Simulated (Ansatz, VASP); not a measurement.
# One calculation of LiBr, two programs

File INCAR:

```
SYSTEM = LiBr
PREC = Accurate ; ENCUT = 650
EDIFF = 1E-8 ; ISMEAR = -1
SIGMA = 0.08 ; LREAL = .FALSE.
LASPH = .TRUE. ; NELM = 120
ALGO = Normal ; ISIF = 2
LWAVE = .FALSE. ; LCHARG = .FALSE.
GGA = PE ; LEFG = .TRUE.
NBANDS = 12 ; GGA_COMPAT = .FALSE.
```

The input KPOINTS:

```
regular mesh
0
G
  12 12 12
  0 0 0
```

POSCAR

```
LiBr
1.0
    0.0000000000      2.7910436013      2.7910436013
    2.7910436013      0.0000000000      2.7910436013
    2.7910436013      2.7910436013      0.0000000000
Li Br
1 1
Direct
    0.0000000000      0.0000000000      0.0000000000
    0.5000000000      0.5000000000      0.5000000000
```

Input for Ansatz:

```yaml
crystal:
  lattice:
    - [0.0, 2.7910436013, 2.7910436013]
    - [2.7910436013, 0.0, 2.7910436013]
    - [2.7910436013, 2.7910436013, 0.0]
  atoms:
    - { symbol: Li, position: [0.0, 0.0, 0.0] }
    - { symbol: Br, position: [0.5, 0.5, 0.5] }
kpoints:
  mp_grid: { grid: [12, 12, 12] }
scf:
  occupations: { method: fermi_dirac, width: 0.08 }
hamiltonian:
  xc: pbe
  pseudopotentials: { kind: paw }
output:
  forces: true
  stress: true
  eigenvalues: true
  efg: { contact_densities: true }
```

Change from the starting cell: volume scaled by 1.04, PAW files.

Alike in both runs: task electric field gradients; functional PBE; k mesh 12 × 12 × 12; occupations fermi-dirac, width 0.08 eV; no spin polarisation.

|  | VASP | Ansatz |
| --- | --- | --- |
| version | VASP 6.6.1 | Ansatz 0.2.0 |
| potentials or method | VASP PAW PBE potentials, release 64 (Li_sv, Br) | PAW with Ansatz's default frozen-core files, scalar-relativistic |
| plane-wave cutoff (eV) | 650 | 420 |
| valence electrons in the cell | 10 | 10 |

```csv
,VASP,Ansatz,Ansatz less VASP
gap on the k mesh at the Fermi level (eV),4.76,4.75,-0.008
pressure (GPa),-1.0,-0.9,+0.08
```

The functional is the same, so the differences come from potentials, cutoffs and numerics.
